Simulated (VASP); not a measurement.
Runs of VASP 6.6.1 on Mg. The structure is that of space group I4/mmm (No. 139), or close to it. The cells are those of the table. 

```tsv
cell	gap on the mesh (eV)	pressure (GPa)
a = 2.948 Å, angles 107.8, 107.8, 112.9°, 1 atom	none	6.4
a = 2.962 Å, angles 106.2, 106.2, 116.3°, 1 atom	none	6.4
a = 2.860 Å, angles 107.4, 107.4, 113.8°, 1 atom	none	(a)
a = 3.151 Å, angles 105.5, 105.5, 117.7°, 1 atom	none	(b)
a = 3.136 Å, angles 103.1, 103.1, 123.1°, 1 atom	none	1.0
a = 2.998 Å, angles 107.2, 107.2, 114.1°, 1 atom	none	3.8
a = 3.136 Å, angles 107.0, 107.0, 114.4°, 1 atom	none	-1.6
a = 2.911 Å, angles 106.7, 106.7, 115.1°, 1 atom	none	9.4
```

Alike in all rows: task single point; level PBEsol; potentials or basis VASP PAW PBE potentials, release 64 (Mg); no spin polarisation; k mesh 18 × 18 × 18; cutoff (eV) 520; smearing gaussian 0.15 eV.

Task: Fill in the values left out.

Result: (a) 13.1; (b) -1.5.

Caveats: the PAW data sets were made with another functional, which shifts forces and pressure a little; the cell stands under pressure (at least some runs).

A gap of «none» marks levels without a gap at the run's occupations.
